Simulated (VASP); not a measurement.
Input of a VASP 6.6.1 run:

Contents of POSCAR:

```
Si
1.0
    0.0000000000      2.7218511865      2.7218511865
    2.7218511865      0.0000000000      2.7218511865
    2.7218511865      2.7218511865      0.0000000000
Si
2
Direct
    0.5000000000      0.5000000000      0.5000000000
    0.7500000000      0.7500000000      0.7500000000
```

INCAR.step1

```
PREC = Accurate ; ENCUT = 520
EDIFF = 1E-6 ; ISMEAR = 0
SIGMA = 0.05 ; LREAL = F
LASPH = T ; NELM = 150
ALGO = Normal ; ISIF = 2
LWAVE = F ; LCHARG = T
MAGMOM = 0 0 0 0 0 0 ; LSORBIT = T
GGA_COMPAT = F ; LORBMOM = T
GGA = PE ; NBANDS = 20
```

File KPOINTS.step1:

```
Automatic mesh
0
Gamma
  6 6 6
```

INCAR.step2

```
PREC = Accurate ; ENCUT = 520
EDIFF = 1E-6 ; ISMEAR = -5
SIGMA = 0.05 ; LREAL = F
LASPH = T ; NELM = 150
ALGO = Normal ; ISIF = 2
LWAVE = F ; LCHARG = F
MAGMOM = 0 0 0 0 0 0 ; LORBIT = 11
LSORBIT = T ; GGA_COMPAT = F
LORBMOM = T ; GGA = PE
NBANDS = 20 ; NEDOS = 1001
ICHARG = 11
```

The input KPOINTS.step2:

```
Automatic mesh
0
Gamma
  9 9 9
```

Potentials or basis: VASP PAW PBE potentials, release 64 (Si).

Launch:

```sh
$ cat potpaw_PBE.64/Si/POTCAR > POTCAR
$ cp INCAR.step1 INCAR
$ cp KPOINTS.step1 KPOINTS
$ mpirun -np 1 vasp_ncl > vasp.out
$ cp INCAR.step2 INCAR
$ cp KPOINTS.step2 KPOINTS
$ mpirun -np 1 vasp_ncl > vasp.out
```

(1) Predict the net moment.

## Answers

(1) 0.00 μB per cell.
